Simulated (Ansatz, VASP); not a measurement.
**NiSb in VASP and in Ansatz**

INCAR

```
SYSTEM = NiSb
PREC = Accurate
ENCUT = 520
EDIFF = 1E-7
ISMEAR = -1
SIGMA = 0.05
LREAL = .False.
LASPH = .True.
NELM = 150
ALGO = Normal
ISIF = 2
LWAVE = .False.
LCHARG = .False.
ISPIN = 2
MAGMOM = 0 0 1 1
LORBIT = 11
LMAXMIX = 4
GGA = PS
NBANDS = 27
```

KPOINTS

```
regular mesh
0
Gamma
  7 7 4
  0 0 0
```

Contents of POSCAR:

```
NiSb
1.0
    3.9280000000      0.0000000000      0.0000000000
   -1.9640000000      3.4017477861      0.0000000000
    0.0000000000      0.0000000000      5.3248000000
Sb Ni
2 2
Direct
    0.6666666667      0.3333333333      0.7500000000
    0.3333333333      0.6666666667      0.2500000000
    0.0000000000      0.0000000000      0.5000000000
    0.0000000000      0.0000000000      0.0000000000
```

input.yaml

```yaml
crystal:
  lattice:
    - [3.928, 0.0, 0.0]
    - [-1.964, 3.4017477861, 0.0]
    - [0.0, 0.0, 5.3248]
  atoms:
    - { symbol: Sb, position: [0.6666666667, 0.3333333333, 0.75] }
    - { symbol: Sb, position: [0.3333333333, 0.6666666667, 0.25] }
    - { symbol: Ni, position: [0.0, 0.0, 0.5], spin: 1.0 }
    - { symbol: Ni, position: [0.0, 0.0, 0.0], spin: 1.0 }
hamiltonian:
  xc: pbesol
  pseudopotentials: { kind: paw }
magnetization:
  spin_polarized: true
kpoints:
  mp_grid: { grid: [7, 7, 4] }
scf:
  occupations: { method: fermi_dirac, width: 0.05 }
output:
  forces: true
  stress: true
  eigenvalues: true
  write_density: true
  write_potential: true
  elf: true
  volumetric_format: npy
```

Alike in both runs: task single point; functional PBEsol; k mesh 7 × 7 × 4; occupations fermi-dirac, width 0.05 eV; collinear spin.

```csv
,VASP,Ansatz
version,VASP 6.6.1,Ansatz 0.2.0
potentials or method,"VASP PAW PBE potentials, release 64 (Sb, Ni)",Ansatz PAW
plane-wave cutoff (eV),520,420
valence electrons in the cell,30,66
```

```csv
,VASP,Ansatz,Ansatz less VASP
gap on the k mesh at the Fermi level (eV),none,none,-
pressure (GPa),-5.9,-5.9,-0.05
"traceless stress, the component that is largest in VASP (GPa)",-2.80,-2.86,-0.068
net moment per atom (μB),0.00,0.00,0.000
```

VASP's potentials were made for PBE, not for PBEsol. A gap of «none» marks a metal or a gap that the smearing closes. VASP's potentials hold 30 valence electrons a cell and Ansatz's 66, so a difference there can come from the potentials and not from the codes.

Spin-orbit coupling is off throughout.
